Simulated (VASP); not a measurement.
# BP (I-4m2) in VASP: further runs, part 3 of 3

VASP 6.6.1.

### Step 5. Relaxation of the atoms, PBEsol (strained cell)

INCAR reads:

```
PREC     = Accurate       # precision mode
ENCUT    = 450            # plane-wave cutoff, eV
EDIFF    = 1E-7           # SCF threshold, eV
ISMEAR   = 0              # smearing method
SIGMA    = 0.02           # smearing width, eV
LREAL    = False          # projectors in reciprocal space
LASPH    = True           # aspherical terms in the spheres
NELM     = 120            # most SCF steps
ALGO     = Normal         # electronic algorithm
ISIF     = 2              # what is computed and relaxed
LWAVE    = False          # write WAVECAR
LCHARG   = False          # write CHGCAR
GGA      = PS             # functional
IBRION   = 2              # ionic algorithm
NSW      = 60             # ionic steps
EDIFFG   = -0.002         # ionic threshold
GGA_COMPAT= False        
NELMIN   = 4
```

KPOINTS reads:

```
Automatic mesh
0
Gamma
  10 10 10
```

POSCAR reads:

```
BP
1.0
    0.0000000000      2.1719893105      2.3130217069
    2.1719893105      0.0000000000      2.3130217069
    2.1719893105      2.1719893105      0.0000000000
B P
1 1
Direct
    0.0000000000      0.0000000000      0.0000000000
    0.2500000000      0.2500000000      0.2500000000
```

Launch:

```
$ cat potpaw_PBE.64/B/POTCAR potpaw_PBE.64/P/POTCAR > POTCAR
$ mpirun -np 1 vasp_std > vasp.out
```

It took 8.7 s on 1 thread of Intel Xeon Platinum 8488C (Sapphire Rapids), shared host; peak memory 0.14 GiB.

Results (log left out):

```yaml
Free_energy: -13.5788 eV
Pressure_after_relaxing: 10.7 GPa
Band_gap_on_the_k_mesh: 0.55 eV (least direct gap 3.15 eV)
```

Stress tensor (GPa, compression positive):
```
16.99  0.00  0.00
 0.00 16.99  0.00
 0.00  0.00 -2.01
```

Final structure:
```cif
data_structure
_symmetry_space_group_name_H-M 'P 1'
_symmetry_Int_Tables_number 1
_cell_length_a 3.1729
_cell_length_b 3.1729
_cell_length_c 3.0717
_cell_angle_alpha 61.051
_cell_angle_beta 61.051
_cell_angle_gamma 57.899
_cell_volume 21.82
loop_
_atom_site_label
_atom_site_type_symbol
_atom_site_fract_x
_atom_site_fract_y
_atom_site_fract_z
_atom_site_occupancy
B1 B 0.00000 0.00000 0.00000 1
P1 P 0.25000 0.25000 0.25000 1
```

Levels at points of the mesh, in eV from the valence-band top:
```tsv
k point	band 1	band 2	band 3	band 4	band 5	band 6	band 7	band 8
(0.00, 0.00, 0.00)	-16.35	-0.69	0.00	0.00	3.15	3.15	3.48	8.08
(0.50, 0.00, 0.00)	-12.73	-9.83	-2.53	-1.62	3.25	4.80	4.82	9.98
(0.50, 0.50, 0.00)	-11.56	-9.58	-4.14	-4.14	1.34	1.87	12.53	12.53
(0.50, 0.00, 0.50)	-10.88	-8.98	-4.91	-4.77	0.64	0.92	11.59	13.08
```

Caveat: the cell differs from its parent crystal (strained cell); the relaxation stopped at its first step, so nothing moved; the PAW data sets were made with another functional, which shifts forces and pressure a little. A k mesh can miss the band edges.

### Step 6. Relaxation of the atoms, PBEsol (strained cell)

INCAR reads:

```
ALGO     = Normal         # electronic algorithm
EDIFF    = 1E-7           # SCF threshold, eV
EDIFFG   = -0.002         # ionic threshold
ENCUT    = 450            # plane-wave cutoff, eV
GGA      = PS             # functional
GGA_COMPAT= False        
IBRION   = 2              # ionic algorithm
ISIF     = 2              # what is computed and relaxed
ISMEAR   = 0              # smearing method
LASPH    = True           # aspherical terms in the spheres
LCHARG   = False          # write CHGCAR
LREAL    = False          # projectors in reciprocal space
LWAVE    = False          # write WAVECAR
NELM     = 120            # most SCF steps
NELMIN   = 4            
NSW      = 60             # ionic steps
PREC     = Accurate       # precision mode
SIGMA    = 0.02           # smearing width, eV
```

KPOINTS reads:

```
k-points
0
Gamma
  10 10 10
```

POSCAR reads:

```
BP
1.0
    0.0000000000      2.1719893105      2.3013877797
    2.1719893105      0.0000000000      2.3013877797
    2.1719893105      2.1719893105      0.0000000000
B P
1 1
Direct
    0.0000000000      0.0000000000      0.0000000000
    0.2500000000      0.2500000000      0.2500000000
```

Potentials or basis: VASP PAW PBE potentials, release 64 (B, P).

Launch:

```
$ cat potpaw_PBE.64/B/POTCAR potpaw_PBE.64/P/POTCAR > POTCAR
$ mpirun -np 1 vasp_std > vasp.out
```

Wall time 8.1 s (1 thread of Intel Xeon Platinum 8488C (Sapphire Rapids), shared host); peak memory 0.14 GiB.

It converged, with:

* Free energy: -13.5794 eV
* Pressure after relaxing: 11.7 GPa
* Band gap on the k mesh: 0.58 eV (least direct gap 3.18 eV)

Stress tensor (GPa, compression positive):
```
17.54  0.00  0.00
 0.00 17.54  0.00
 0.00  0.00  0.11
```

Final structure:
```
B P
1.0
     0.00000    2.17199    2.30139
     2.17199    0.00000    2.30139
     2.17199    2.17199    0.00000
B P
1 1
Direct
  0.00000 0.00000 0.00000
  0.25000 0.25000 0.25000
```

Levels at points of the mesh, in eV from the valence-band top:
```tsv
k point	band 1	band 2	band 3	band 4	band 5	band 6	band 7	band 8
(0.00, 0.00, 0.00)	-16.38	-0.63	0.00	0.00	3.18	3.18	3.48	8.19
(0.50, 0.00, 0.00)	-12.73	-9.84	-2.48	-1.65	3.35	4.79	4.82	10.01
(0.50, 0.50, 0.00)	-11.53	-9.56	-4.18	-4.18	1.31	1.83	12.60	12.60
(0.50, 0.00, 0.50)	-10.89	-9.00	-4.89	-4.76	0.67	0.96	11.73	13.13
```

Caveat: the cell differs from its parent crystal (strained cell); the relaxation stopped at its first step, so nothing moved; the PAW data sets were made with another functional, which shifts forces and pressure a little.

### Step 7. Relaxation of the atoms, PBEsol (strained cell)

INCAR reads:

```
PREC     = Accurate       # precision mode
ENCUT    = 450            # plane-wave cutoff, eV
EDIFF    = 1E-7           # SCF threshold, eV
ISMEAR   = 0              # smearing method
SIGMA    = 0.02           # smearing width, eV
LREAL    = False          # projectors in reciprocal space
LASPH    = True           # aspherical terms in the spheres
NELM     = 120            # most SCF steps
ALGO     = Normal         # electronic algorithm
ISIF     = 2              # what is computed and relaxed
LWAVE    = False          # write WAVECAR
LCHARG   = False          # write CHGCAR
GGA      = PS             # functional
IBRION   = 2              # ionic algorithm
NSW      = 60             # ionic steps
EDIFFG   = -0.002         # ionic threshold
GGA_COMPAT= False        
NELMIN   = 4
```

KPOINTS reads:

```
Automatic mesh
0
Gamma
  10 10 10
```

POSCAR reads:

```
BP
1.0
    0.0000000000      2.1719893105      2.3012622441
    2.1719893105      0.0000000000      2.3012622441
    2.1719893105      2.1719893105      0.0000000000
B P
1 1
Direct
    0.0000000000      0.0000000000      0.0000000000
    0.2500000000      0.2500000000      0.2500000000
```

Launch:

```
$ cat potpaw_PBE.64/B/POTCAR potpaw_PBE.64/P/POTCAR > POTCAR
$ mpirun -np 1 vasp_std > vasp.out
```

Run time: 8.3 s. Hardware: 1 thread of Intel Xeon Platinum 8488C (Sapphire Rapids), shared host; peak memory 0.13 GiB.

The run converged. Its results:

```yaml
Free_energy: -13.5794 eV
Pressure_after_relaxing: 11.7 GPa
Band_gap_on_the_k_mesh: 0.58 eV (least direct gap 3.18 eV)
```

Stress tensor (GPa, compression positive):
```
17.55  0.00  0.00
 0.00 17.55  0.00
 0.00  0.00  0.13
```

Final structure:
```
B P
1.0
     0.00000    2.17199    2.30126
     2.17199    0.00000    2.30126
     2.17199    2.17199    0.00000
B P
1 1
Direct
  0.00000 0.00000 0.00000
  0.25000 0.25000 0.25000
```

Levels at points of the mesh, in eV from the valence-band top:
```
           k point  band 2  band 3  band 4  band 5  band 6  band 7
(0.00, 0.00, 0.00)   -0.63    0.00    0.00    3.18    3.18    3.48
(0.50, 0.00, 0.00)   -9.84   -2.48   -1.65    3.36    4.79    4.82
(0.50, 0.50, 0.00)   -9.56   -4.18   -4.18    1.31    1.83   12.60
(0.50, 0.00, 0.50)   -9.00   -4.89   -4.76    0.67    0.96   11.73
```

Caveat: the cell differs from its parent crystal (strained cell); the relaxation stopped at its first step, so nothing moved; the PAW data sets were made with another functional, which shifts forces and pressure a little. A k mesh can miss the band edges.

### Step 8. Overview

```tsv
task	cell	cutoff (eV)	gap on the mesh (eV)	pressure (GPa)
single point	a = 3.164, b = 3.164, c = 3.072 Å, angles 61.0, 61.0, 58.1°, 2 atoms	500	0.58	11.7
relaxation of the atoms	atoms relaxed from a = 3.149, b = 3.149, c = 3.072 Å, angles 60.8, 60.8, 58.4°, 2 atoms	450	0.64	13.7
relaxation of the atoms	atoms relaxed from a = 3.173, b = 3.173, c = 3.072 Å, angles 61.1, 61.1, 57.9°, 2 atoms	450	0.55	10.7
relaxation of the atoms	atoms relaxed from a = 3.164, b = 3.164, c = 3.072 Å, angles 61.0, 61.0, 58.1°, 2 atoms	450	0.58	11.7
```

Alike in all rows: level PBEsol; potentials or basis VASP PAW PBE potentials, release 64 (B, P); no spin polarisation; k mesh 10 × 10 × 10; smearing gaussian 0.02 eV.

Caveats: the PAW data sets were made with another functional, which shifts forces and pressure a little; the relaxation stopped at its first step, so nothing moved (at least some runs); the cell stands under pressure (at least some runs).

Absolute energies hang on the potentials; compare differences alone.
